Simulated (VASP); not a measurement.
# V (Fd-3m) in VASP: further runs, part 2 of 2

VASP 6.6.1. Earlier steps stand in the parts before.

### Step 3. Relaxation of cell and atoms, PBE, collinear spin, ferromagnetic start

This run uses another cell than the first one, of 18.09 Å³/atom, 0.888 times its volume.

INCAR

```
SYSTEM = V
PREC = Accurate ; ENCUT = 600
EDIFF = 1E-6 ; ISMEAR = 0
SIGMA = 0.1 ; LREAL = .False.
LASPH = .True. ; NELM = 150
ALGO = Normal ; ISIF = 3
LWAVE = .False. ; LCHARG = .False.
ISPIN = 2 ; MAGMOM = 1.5 1.5
LORBIT = 11 ; LMAXMIX = 4
GGA = PE ; IBRION = 2
NSW = 60 ; EDIFFG = -0.03
```

KPOINTS

```
Automatic mesh
0
Gamma
  7 7 7
  0 0 0
```

POSCAR

```
V
1.0
    0.0000000000      2.6250000000      2.6250000000
    2.6250000000      0.0000000000      2.6250000000
    2.6250000000      2.6250000000      0.0000000000
V
2
Direct
    0.0000000000      0.0000000000      0.0000000000
    0.2500000000      0.2500000000      0.2500000000
```

Potentials or basis: VASP PAW PBE potentials, release 64 (V_sv).

The run is started by

```sh
$ cat potpaw_PBE.64/V_sv/POTCAR > POTCAR
$ mpirun -np 1 vasp_std > vasp.out
```

OUTCAR:

```text
SYSTEM = V
   PREC = Accurate
   ENCUT = 600
   EDIFF = 1E-6
   ISMEAR = 0
   LREAL = .False.
   LASPH = .True.
   NELM = 150
   ISIF = 3
   ISPIN = 2
   LORBIT = 11
   GGA = PE
   IBRION = 2
   NSW = 60
   EDIFFG = -0.03

 ion  position               nearest neighbor table
   1  0.000  0.000  0.000-   2 2.27   2 2.27   2 2.27   2 2.27
   2  0.250  0.250  0.250-   1 2.27   1 2.27   1 2.27   1 2.27

  LATTYP: Found a face centered cubic cell.
 ALAT       =     5.2500000000

  Lattice vectors:

 A1 = (   0.0000000000,   2.6250000000,   2.6250000000)
 A2 = (   2.6250000000,   0.0000000000,   2.6250000000)
 A3 = (   2.6250000000,   2.6250000000,   0.0000000000)

Analysis of symmetry for initial positions (statically):
=====================================================================
 Subroutine PRICEL returns:
 Original cell was already a primitive cell.

 Routine SETGRP: Setting up the symmetry group for a
 face centered cubic supercell.

 Subroutine GETGRP returns: Found 48 space group operations
 (whereof 24 operations were pure point group operations)
 out of a pool of 48 trial point group operations.

The static configuration has the point symmetry T_d .
 The point group associated with its full space group is O_h .

Analysis of symmetry for dynamics (positions and initial velocities):
=====================================================================
 Subroutine PRICEL returns:
 Original cell was already a primitive cell.

 Routine SETGRP: Setting up the symmetry group for a
 face centered cubic supercell.

 Subroutine GETGRP returns: Found 48 space group operations
 (whereof 24 operations were pure point group operations)
 out of a pool of 48 trial point group operations.

The dynamic configuration has the point symmetry T_d .
 The point group associated with its full space group is O_h .

Analysis of structural, dynamic, and magnetic symmetry:
=====================================================================
 Subroutine PRICEL returns:
 Original cell was already a primitive cell.

 Routine SETGRP: Setting up the symmetry group for a
 face centered cubic supercell.

 Subroutine GETGRP returns: Found 48 space group operations
 (whereof 24 operations were pure point group operations)
 out of a pool of 48 trial point group operations.

The overall configuration has the point symmetry T_d .
 The point group associated with its full space group is O_h .

 Subroutine INISYM returns: Found 48 space group operations
 (whereof 24 operations are pure point group operations),
 and found     1 'primitive' translations

----------------------------------------------------------------------------------------

                                     Primitive cell

  volume of cell :      36.1758

  direct lattice vectors                    reciprocal lattice vectors
     0.000000000  2.625000000  2.625000000    -0.190476190  0.190476190  0.190476190
     2.625000000  0.000000000  2.625000000     0.190476190 -0.190476190  0.190476190
     2.625000000  2.625000000  0.000000000     0.190476190  0.190476190 -0.190476190

  length of vectors
     3.712310601  3.712310601  3.712310601     0.329914440  0.329914440  0.329914440

  position of ions in fractional coordinates (direct lattice)
     0.000000000  0.000000000  0.000000000
     0.250000000  0.250000000  0.250000000
[... 60 lines left out ...]
   NGX,Y,Z   is equivalent  to a cutoff of  13.43, 13.43, 13.43 a.u.
   NGXF,Y,Z  is equivalent  to a cutoff of  26.87, 26.87, 26.87 a.u.
 SYSTEM =  V
   PREC   = accura    normal or accurate (medium, high low for compatibility)
   ISTART =      0    job   : 0-new  1-cont  2-samecut
   ICHARG =      2    charge: 1-file 2-atom 10-const
   ISPIN  =      2    spin polarized calculation?
   LNONCOLLINEAR =      F non collinear calculations
   LSORBIT =      F    spin-orbit coupling
   LASPH  =      T    aspherical Exc in radial PAW
   ENCUT  =  600.0 eV  44.10 Ry    6.64 a.u.   7.41  7.41  7.41*2*pi/ulx,y,z
   NELM   =    150;   NELMIN=  2; NELMDL= -5     # of ELM steps
   EDIFF  = 0.1E-05   stopping-criterion for ELM
   LREAL  =      F    real-space projection
   EDIFFG = -.3E-01   stopping-criterion for IOM
   NSW    =     60    number of steps for IOM
   IBRION =      2    ionic relax: 0-MD 1-quasi-New 2-CG
   NFREE  =      1    steps in history (QN), initial steepest desc. (CG)
   ISIF   =      3    stress and relaxation
   ISYM   =      2    0-nonsym 1-usesym 2-fastsym
   POTIM  = 0.5000    time-step for ionic-motion
   TEBEG  =    0.0;   TEEND  =   0.0 temperature during run
   PSTRESS=    0.0 pullay stress
   NELECT =      26.0000    total number of electrons
   NUPDOWN=      -1.0000    fix difference up-down
   EMIN   =  10.00;   EMAX   =-10.00  energy-range for DOS
   EFERMI =   0.00;   METHOD = LEGACY
   ISMEAR =     0;   SIGMA  =   0.10  broadening in eV -4-tet -1-fermi 0-gaus
   EFERMI_NEDOS =   21; number of points for ismear=-14 and -15
   IALGO  =     38    algorithm
   IMIX   =      4    mixing-type and parameters
     AMIX     =   0.40;   BMIX     =  1.00
     AMIX_MAG =   1.60;   BMIX_MAG =  1.00
  volume/ion in A,a.u.               =      18.09       122.06
  Fermi-wavevector in a.u.,A,eV,Ry     =   1.466425  2.771142 29.258015  2.150403
  Thomas-Fermi vector in A             =   2.582164
   LORBIT       =     11    0 simple, 1 ext, 2 COOP (PROOUT), +10 PAW based schemes
   GGA     = PE    functional components
   LHFCALC =     F    Hartree Fock is set to
   AEXX    =    0.0000 exact exchange contribution
   IVDW    =     0    specifies the selected vdW correction
   LEPSILON=     F    determine dielectric tensor
   LRPA    =     F    only Hartree local field effects (RPA)
 conjugate gradient relaxation of ions
 spin polarized calculation
 Gauss-broadening in eV      SIGMA  =   0.10
  energy-cutoff  :      600.00
  volume of cell :       36.18
 maximum number of plane-waves:      1243
 NGX is ok and might be reduce to    30
   NGX = 15   NGY = 15   NGZ = 15

--------------------------------------- Ionic step        1  -------------------------------------------

 number of electron      25.9999987 magnetization       3.4029570

 Free energy of the ion-electron system (eV)
  ---------------------------------------------------
  ext. energy  EPLUGINS =         0.00000000
  ---------------------------------------------------
  free energy    TOTEN  =       -13.27168739 eV

  energy without entropy =      -13.25466857  energy(sigma->0) =      -13.26317798

------------------------ aborting loop because EDIFF is reached ----------------------------------------

  FORCE on cell =-STRESS in cart. coord.  units (eV):
  Direction    XX          YY          ZZ          XY          YZ          ZX
  --------------------------------------------------------------------------------------
  -------------------------------------------------------------------------------------
  Total        2.0997421      2.0997421      2.0997421      0.0000000      0.0000000     -0.0000000
  in kB       92.9947917     92.9947917     92.9947917      0.0000000      0.0000000     -0.0000000
  external PRESSURE =      92.9947917 kB  Pullay stress =       0.0000000 kB
[... 59 lines left out ...]
--------------------------------------- Ionic step        3  -------------------------------------------

 number of electron      25.9999989 magnetization       3.7663152

 Free energy of the ion-electron system (eV)
  ---------------------------------------------------
  ext. energy  EPLUGINS =         0.00000000
  ---------------------------------------------------
  free energy    TOTEN  =       -13.39647281 eV

  energy without entropy =      -13.37806096  energy(sigma->0) =      -13.38726688

 E-fermi :   5.3748     XC(G=0): -10.4415

 val. band max:        5.3711104665   @ k =   0.1429   0.1429   0.0000
 cond. band min:       5.3907809859   @ k =  -0.2857   0.1429   0.0000
 fundamental gap:      0.0196705194
 Fermi energy:         5.3747820093

 spin component 1

 k-point     1 :       0.0000    0.0000    0.0000
  band No.  band energies     occupation
      1     -59.2543      1.00000
      2     -58.8028      1.00000
      3     -33.2753      1.00000
      4     -33.2753      1.00000
      5     -33.2753      1.00000
      6     -32.6023      1.00000
[... 416 lines left out ...]
      5     -33.0154      1.00000
      6     -32.8695      1.00000
[... 11 lines left out ...]
     18       7.9307      0.00000
     19       7.9866      0.00000
 Fermi energy:         5.3747820093

 spin component 2

 k-point     1 :       0.0000    0.0000    0.0000
  band No.  band energies     occupation
      1     -57.7549      1.00000
      2     -57.3162      1.00000
      3     -31.7719      1.00000
      4     -31.7719      1.00000
      5     -31.7719      1.00000
      6     -31.1308      1.00000
[... 458 lines left out ...]
  FREE ENERGIE OF THE ION-ELECTRON SYSTEM (eV)
  ---------------------------------------------------
  free  energy   TOTEN  =       -13.3964728074 eV

  energy  without entropy=      -13.3780609553  energy(sigma->0) =      -13.38726688

 reached required accuracy - stopping structural energy minimisation

 total charge

# of ion       s       p       d       tot
------------------------------------------
    1        2.343   6.101   3.213  11.657
    2        2.343   6.101   3.213  11.657
--------------------------------------------------
tot          4.686  12.203   6.426  23.314

 magnetization (x)

# of ion       s       p       d       tot
------------------------------------------
    1        0.092   0.083   1.533   1.708
    2        0.092   0.083   1.533   1.708
--------------------------------------------------
tot          0.184   0.166   3.066   3.417
```

OSZICAR:

```text
N       E                     dE             d eps       ncg     rms          rms(c)
DAV:   1     0.323263530334E+03    0.32326E+03   -0.16141E+04  1536   0.164E+03
[... 28 lines left out ...]
DAV:   2    -0.134000461753E+02    0.32298E+00   -0.23543E+00  1779   0.138E+01    0.223E+00
DAV:   3    -0.133981624118E+02    0.18838E-02   -0.42893E-02  1653   0.198E+00    0.809E-01
DAV:   4    -0.133969409265E+02    0.12215E-02   -0.25975E-03  1672   0.391E-01    0.443E-01
DAV:   5    -0.133964430876E+02    0.49784E-03   -0.29786E-03  1547   0.347E-01    0.112E-01
DAV:   6    -0.133964669839E+02   -0.23896E-04   -0.10667E-04  1661   0.823E-02    0.261E-02
DAV:   7    -0.133964721468E+02   -0.51629E-05   -0.13215E-05  1544   0.400E-02    0.115E-02
DAV:   8    -0.133964728074E+02   -0.66066E-06   -0.34857E-06  1169   0.174E-02
   3 F= -.13396473E+02 E0= -.13387267E+02  d E =-.124785E+00  mag=     3.7663
```

CONTCAR:

```text
V
   1.00000000000000
     0.0000000000000000    2.7351567270226269    2.7351567270226269
     2.7351567270226269    0.0000000000000000    2.7351567270226269
     2.7351567270226269    2.7351567270226269   -0.0000000000000000
  V
     2
Direct
     0.0000000000000000    0.0000000000000000    0.0000000000000000
     0.2500000000000000    0.2500000000000000    0.2500000000000000

  0.00000000E+00  0.00000000E+00  0.00000000E+00
  0.00000000E+00  0.00000000E+00  0.00000000E+00
```

Wall time 39 s (1 thread of Intel Xeon 6975P-C (Granite Rapids), shared host); peak memory 0.19 GiB.

What came out:

```yaml
Free_energy: -13.3965 eV
Relaxed_volume: 20.46 Å³/atom
Relaxed_cell: a = 3.868 Å, b = 3.868 Å, c = 3.868 Å, α = 60.00°, β = 60.00°, γ = 60.00°
Space_group_after_relaxing_to_0.05_Å: Fd-3m (No. 227)
Energy_gained_by_relaxing: 62.4 meV/atom
Ionic_steps: 3
Pressure_after_relaxing: 0.0 GPa
Net_moment: 3.77 μB per cell
Site_moments: V +1.71 μB
Valence_electrons_inside_the_program's_atomic_spheres: V 11.66
```

The path:
```
step  energy change (eV)  largest force (eV/Å)  pressure (GPa)  volume (Å³)
   1              0.0000                0.0000            9.30        36.18
   2             -0.1205                0.0000           -1.34        41.96
   3             -0.1248                0.0000            0.03        40.92
```

Final structure:
```cif
data_structure
_symmetry_space_group_name_H-M 'P 1'
_symmetry_Int_Tables_number 1
_cell_length_a 3.8681
_cell_length_b 3.8681
_cell_length_c 3.8681
_cell_angle_alpha 60.000
_cell_angle_beta 60.000
_cell_angle_gamma 60.000
_cell_volume 40.92
loop_
_atom_site_label
_atom_site_type_symbol
_atom_site_fract_x
_atom_site_fract_y
_atom_site_fract_z
_atom_site_occupancy
V1 V 0.00000 0.00000 0.00000 1
V2 V 0.25000 0.25000 0.25000 1
```

Levels at points of the mesh, in eV from the Fermi level:
Spin up:
| k point | band 12 | band 13 | band 14 | band 15 | band 16 | band 17 | band 18 | band 19 |
| --- | --- | --- | --- | --- | --- | --- | --- | --- |
| (0.00, 0.00, 0.00) | -1.50 | -1.50 | -1.50 | 0.55 | 0.55 | 0.55 | 2.65 | 2.65 |
Spin down:
| k point | band 9 | band 10 | band 11 | band 12 | band 13 | band 14 |
| --- | --- | --- | --- | --- | --- | --- |
| (0.00, 0.00, 0.00) | -4.69 | -0.48 | -0.48 | 0.32 | 0.32 | 0.32 |
